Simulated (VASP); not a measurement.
# LiNbO3 (R-3c) in VASP: single point with PBE

Aim: the single point of LiNbO3 with PBE.

Everything below comes from runs of VASP 6.6.1. Logs are shortened: lines on timing, memory, paths and dates and some standing lists are left out, and cuts for length are marked.

## (1) The cell of the first run

The structure is trigonal, space group R-3c (No. 167). Conventional cell: a = 5.205 Å, b = 5.205 Å, c = 13.676 Å, α = 90.00°, β = 90.00°, γ = 120.00°. Li (site symmetry 32) has 3 O at 1.97 Å within 2.6 Å. Within 2.6 Å of Nb (site symmetry -3) lie 6 O at 1.99 Å. Within 2.6 Å of O (site symmetry 2) lie 1 Li at 1.97 Å and 2 Nb at 1.99 Å.

## (2) Single point, PBE (10.70 Å³/atom)

Input file INCAR:

```
ALGO = Normal
EDIFF = 1E-7
ENCUT = 520
GGA = PE
ISIF = 2
ISMEAR = -1
LASPH = T
LCHARG = F
LREAL = F
LWAVE = F
NBANDS = 45
NELM = 80
PREC = Accurate
SIGMA = 0.02
```

Input file KPOINTS:

```
k-points
0
Gamma
  7 7 7
```

Input file POSCAR:

```
LiNbO3
1.0
    2.6027062192      1.5026731363      4.5587816586
   -2.6027062192      1.5026731363      4.5587816586
    0.0000000000     -3.0053462725      4.5587816586
Li Nb O
2 2 6
Direct
    0.7500000000      0.7500000000      0.7500000000
    0.2500000000      0.2500000000      0.2500000000
    0.5000000000      0.5000000000      0.5000000000
    0.0000000000      0.0000000000      0.0000000000
    0.6277615975      0.8722384025      0.2500000000
    0.2500000000      0.6277615975      0.8722384025
    0.8722384025      0.2500000000      0.6277615975
    0.7500000000      0.3722384025      0.1277615975
    0.3722384025      0.1277615975      0.7500000000
    0.1277615975      0.7500000000      0.3722384025
```

Potentials or basis: VASP PAW PBE potentials, release 64 (Li_sv, Nb_sv, O).

Run with:

```bash
> cat potpaw_PBE.64/Li_sv/POTCAR potpaw_PBE.64/Nb_sv/POTCAR potpaw_PBE.64/O/POTCAR > POTCAR
> mpirun -np 1 vasp_std > vasp.out
```

OUTCAR:

```text
EDIFF = 1E-7
   ENCUT = 520
   GGA = PE
   ISIF = 2
   ISMEAR = -1
   LASPH = T
   LREAL = F
   NELM = 80
   PREC = Accurate

 ion  position               nearest neighbor table
   1  0.750  0.750  0.750-   8 1.97  10 1.97   9 1.97
   2  0.250  0.250  0.250-   6 1.97   7 1.97   5 1.97
   3  0.500  0.500  0.500-   6 1.99   8 1.99   5 1.99   9 1.99   7 1.99  10 1.99
   4  0.000  0.000  0.000-   7 1.99  10 1.99   9 1.99   5 1.99   6 1.99   8 1.99
   5  0.628  0.872  0.250-   2 1.97   3 1.99   4 1.99
   6  0.250  0.628  0.872-   2 1.97   3 1.99   4 1.99
   7  0.872  0.250  0.628-   2 1.97   4 1.99   3 1.99
   8  0.750  0.372  0.128-   1 1.97   3 1.99   4 1.99
   9  0.372  0.128  0.750-   1 1.97   3 1.99   4 1.99
  10  0.128  0.750  0.372-   1 1.97   4 1.99   3 1.99

  LATTYP: Found a trigonal (rhomboedric) cell.
 ALAT       =     5.4602743913
 COS(alpha) =     0.5455863587

  Lattice vectors:

 A1 = (   2.6027062192,   1.5026731363,   4.5587816586)
 A2 = (  -2.6027062192,   1.5026731363,   4.5587816586)
 A3 = (   0.0000000000,  -3.0053462725,   4.5587816586)

Analysis of symmetry for initial positions (statically):
=====================================================================
 Subroutine PRICEL returns:
 Original cell was already a primitive cell.

 Routine SETGRP: Setting up the symmetry group for a
 trigonal (rhombohedral) supercell.

 Subroutine GETGRP returns: Found 12 space group operations
 (whereof  6 operations were pure point group operations)
 out of a pool of 12 trial point group operations.

The static configuration has the point symmetry S_6 .
 The point group associated with its full space group is D_3d.

Analysis of symmetry for dynamics (positions and initial velocities):
=====================================================================
 Subroutine PRICEL returns:
 Original cell was already a primitive cell.

 Routine SETGRP: Setting up the symmetry group for a
 trigonal (rhombohedral) supercell.

 Subroutine GETGRP returns: Found 12 space group operations
 (whereof  6 operations were pure point group operations)
 out of a pool of 12 trial point group operations.

The dynamic configuration has the point symmetry S_6 .
 The point group associated with its full space group is D_3d.

 Subroutine INISYM returns: Found 12 space group operations
 (whereof  6 operations are pure point group operations),
 and found     1 'primitive' translations

----------------------------------------------------------------------------------------

                                     Primitive cell

  volume of cell :     106.9768

  direct lattice vectors                    reciprocal lattice vectors
     2.602706219  1.502673136  4.558781659     0.192107736  0.110913453  0.073118951
    -2.602706219  1.502673136  4.558781659    -0.192107736  0.110913453  0.073118951
     0.000000000 -3.005346273  4.558781659     0.000000000 -0.221826907  0.073118951

  length of vectors
     5.460274391  5.460274391  5.460274391     0.233567030  0.233567030  0.233567030

  position of ions in fractional coordinates (direct lattice)
     0.750000000  0.750000000  0.750000000
     0.250000000  0.250000000  0.250000000
     0.500000000  0.500000000  0.500000000
     0.000000000  0.000000000  0.000000000
     0.627761597  0.872238403  0.250000000
     0.250000000  0.627761597  0.872238403
     0.872238403  0.250000000  0.627761597
     0.750000000  0.372238403  0.127761597
     0.372238403  0.127761597  0.750000000
     0.127761597  0.750000000  0.372238403

  ion indices of the primitive-cell ions
   primitive index   ion index
                 1           1
                 2           2
                 3           3
                 4           4
                 5           5
                 6           6
                 7           7
                 8           8
                 9           9
                10          10

----------------------------------------------------------------------------------------

 KPOINTS: k-points

Automatic generation of k-mesh.
 Grid dimensions read from file:
 generate k-points for:    7    7    7

 Generating k-lattice:

  Cartesian coordinates                     Fractional coordinates (reciprocal lattice)
     0.027443962  0.015844779  0.010445564     0.142857143  0.000000000  0.000000000
    -0.027443962  0.015844779  0.010445564     0.000000000  0.142857143  0.000000000
     0.000000000 -0.031689558  0.010445564     0.000000000  0.000000000  0.142857143

  Length of vectors
     0.033366719  0.033366719  0.033366719

  Shift w.r.t. Gamma in fractional coordinates (k-lattice)
     0.000000000  0.000000000  0.000000000

 Subroutine IBZKPT returns following result:
 ===========================================

 Found     44 irreducible k-points:

 Following reciprocal coordinates:
            Coordinates               Weight
  0.000000  0.000000  0.000000      1.000000
  0.142857  0.000000  0.000000      6.000000
  0.285714 -0.000000  0.000000      6.000000
  0.428571  0.000000  0.000000      6.000000
  0.142857  0.142857  0.000000      6.000000
  0.285714  0.142857  0.000000     12.000000
[... 16 lines left out ...]
  0.285714  0.285714  0.142857      6.000000
  0.428571  0.285714  0.142857     12.000000
 [... further k-points ...]
   k-points           NKPTS =     44   k-points in BZ     NKDIM =     44   number of bands    NBANDS=     45
   number of dos      NEDOS =    301   number of ions     NIONS =     10
   total plane-waves  NPLWV =  74088
   dimension x,y,z NGX =    42 NGY =   42 NGZ =   42
   dimension x,y,z NGXF=    84 NGYF=   84 NGZF=   84
   ions per type =               2   2   6
   NGX,Y,Z   is equivalent  to a cutoff of  12.79, 12.79, 12.79 a.u.
   NGXF,Y,Z  is equivalent  to a cutoff of  25.58, 25.58, 25.58 a.u.
 SYSTEM =  unknown system
   PREC   = accura    normal or accurate (medium, high low for compatibility)
   ISTART =      0    job   : 0-new  1-cont  2-samecut
   ICHARG =      2    charge: 1-file 2-atom 10-const
   ISPIN  =      1    spin polarized calculation?
   LNONCOLLINEAR =      F non collinear calculations
   LSORBIT =      F    spin-orbit coupling
   LASPH  =      T    aspherical Exc in radial PAW
   ENCUT  =  520.0 eV  38.22 Ry    6.18 a.u.  10.15 10.15 10.15*2*pi/ulx,y,z
   NELM   =     80;   NELMIN=  2; NELMDL= -5     # of ELM steps
   EDIFF  = 0.1E-06   stopping-criterion for ELM
   LREAL  =      F    real-space projection
   EDIFFG = 0.1E-05   stopping-criterion for IOM
   NSW    =      0    number of steps for IOM
   IBRION =     -1    ionic relax: 0-MD 1-quasi-New 2-CG
   NFREE  =      0    steps in history (QN), initial steepest desc. (CG)
   ISIF   =      2    stress and relaxation
   ISYM   =      2    0-nonsym 1-usesym 2-fastsym
   POTIM  = 0.5000    time-step for ionic-motion
   TEBEG  =    0.0;   TEEND  =   0.0 temperature during run
   PSTRESS=    0.0 pullay stress
   NELECT =      68.0000    total number of electrons
   NUPDOWN=      -1.0000    fix difference up-down
   EMIN   =  10.00;   EMAX   =-10.00  energy-range for DOS
   EFERMI =   0.00;   METHOD = LEGACY
   ISMEAR =    -1;   SIGMA  =   0.02  broadening in eV -4-tet -1-fermi 0-gaus
   EFERMI_NEDOS =   21; number of points for ismear=-14 and -15
   IALGO  =     38    algorithm
   IMIX   =      4    mixing-type and parameters
     AMIX     =   0.40;   BMIX     =  1.00
     AMIX_MAG =   1.60;   BMIX_MAG =  1.00
  volume/ion in A,a.u.               =      10.70        72.19
  Fermi-wavevector in a.u.,A,eV,Ry     =   1.407606  2.659990 26.957982  1.981356
  Thomas-Fermi vector in A             =   2.529848
   LORBIT       =      0    0 simple, 1 ext, 2 COOP (PROOUT), +10 PAW based schemes
   GGA     = PE    functional components
   LHFCALC =     F    Hartree Fock is set to
   AEXX    =    0.0000 exact exchange contribution
   IVDW    =     0    specifies the selected vdW correction
   LEPSILON=     F    determine dielectric tensor
   LRPA    =     F    only Hartree local field effects (RPA)
 non-spin polarized calculation
  energy-cutoff  :      520.00
  volume of cell :      106.98
 maximum number of plane-waves:      2921
 NGX is ok and might be reduce to    42
   NGX = 21   NGY = 21   NGZ = 21

 number of electron      68.0000001 magnetization

 Free energy of the ion-electron system (eV)
  ---------------------------------------------------
  ext. energy  EPLUGINS =         0.00000000
  ---------------------------------------------------
  free energy    TOTEN  =       -79.73265111 eV

  energy without entropy =      -79.73265111  energy(sigma->0) =      -79.73265111

 E-fermi :   4.1868     XC(G=0): -10.7702

 val. band max:        3.6744378915   @ k =  -0.1429   0.1429   0.0000
 cond. band min:       6.2254438096   @ k =   0.4286   0.4286   0.0000
 fundamental gap:      2.5510059181
 Fermi energy:         4.1868294593

 k-point     1 :       0.0000    0.0000    0.0000
  band No.  band energies     occupation
      1     -50.8167      2.00000
      2     -50.8015      2.00000
      3     -39.1717      2.00000
      4     -39.1699      2.00000
      5     -27.0379      2.00000
      6     -27.0379      2.00000
[... 37 lines left out ...]
     44      14.5658      0.00000
     45      14.8363      0.00000

 k-point     2 :       0.1429    0.0000    0.0000
  band No.  band energies     occupation
      1     -50.8159      2.00000
      2     -50.8022      2.00000
      3     -39.1717      2.00000
      4     -39.1700      2.00000
      5     -27.0303      2.00000
      6     -27.0299      2.00000
[... 1048 lines left out ...]
 k-point    24 :       0.4286    0.2857    0.1429
  band No.  band energies     occupation
      1     -50.8126      2.00000
      2     -50.8055      2.00000
      3     -39.1714      2.00000
      4     -39.1704      2.00000
      5     -27.0410      2.00000
      6     -27.0019      2.00000
[... 37 lines left out ...]
     44      12.8219      0.00000
     45      13.9121      0.00000

 [... further k-points ...]

------------------------ aborting loop because EDIFF is reached ----------------------------------------

  FORCE on cell =-STRESS in cart. coord.  units (eV):
  Direction    XX          YY          ZZ          XY          YZ          ZX
  --------------------------------------------------------------------------------------
  -------------------------------------------------------------------------------------
  Total        1.1059751      1.1059751      1.6854368     -0.0000000      0.0000000      0.0000000
  in kB       16.5640386     16.5640386     25.2425572     -0.0000000      0.0000000      0.0000000
  external PRESSURE =      19.4568781 kB  Pullay stress =       0.0000000 kB

 VOLUME and BASIS-vectors are now :
 -----------------------------------------------------------------------------
  energy-cutoff  :      520.00
  volume of cell :      106.98
      direct lattice vectors                 reciprocal lattice vectors
     2.602706219  1.502673136  4.558781659     0.192107736  0.110913453  0.073118951
    -2.602706219  1.502673136  4.558781659    -0.192107736  0.110913453  0.073118951
     0.000000000 -3.005346273  4.558781659     0.000000000 -0.221826907  0.073118951

 POSITION                                       TOTAL-FORCE (eV/Angst)
 -----------------------------------------------------------------------------------
      0.00000      0.00000     10.25726        -0.000000     -0.000000      0.000000
      0.00000      0.00000      3.41909        -0.000000     -0.000000      0.000000
      0.00000      0.00000      6.83817        -0.000000     -0.000000      0.000000
      0.00000      0.00000      0.00000        -0.000000     -0.000000      0.000000
     -0.63630      1.50267      7.97787         0.027038     -0.000000     -0.000000
     -0.98320     -1.30239      7.97787        -0.013519      0.023416      0.000000
      1.61950     -0.20028      7.97787        -0.013519     -0.023416      0.000000
      0.98320      1.30239      5.69848         0.013519     -0.023416      0.000000
      0.63630     -1.50267      5.69848        -0.027038     -0.000000      0.000000
     -1.61950      0.20028      5.69848         0.013519      0.023416      0.000000
 -----------------------------------------------------------------------------------
    total drift:                               -0.000000     -0.000000      0.000000

  FREE ENERGIE OF THE ION-ELECTRON SYSTEM (eV)
  ---------------------------------------------------
  free  energy   TOTEN  =       -79.7326511095 eV

  energy  without entropy=      -79.7326511095  energy(sigma->0) =      -79.73265111
```

Run time: 9.9 min. Hardware: 1 thread of Intel Xeon 8259CL, shared host; peak memory 0.36 GiB.

What came out:

```yaml
Free_energy: -79.7327 eV
Largest_force: 0.027 eV/Å
Band_gap_on_the_k_mesh: 2.55 eV (least direct gap 2.63 eV)
```

Forces on the atoms (eV/Å):
```
Li   0.000  0.000  0.000
Li   0.000  0.000  0.000
Nb   0.000  0.000  0.000
Nb   0.000  0.000  0.000
O    0.027  0.000  0.000
O   -0.014  0.023  0.000
O   -0.014 -0.023  0.000
O    0.014 -0.023  0.000
O   -0.027  0.000  0.000
O    0.014  0.023  0.000
```

Caveat: the cutoff is under 1.25 times the usual one of these potentials, so pressure, stress and relaxed cells hold a basis-set (Pulay) error; an odd mesh through Γ misses points on the zone boundary, where band edges can lie.
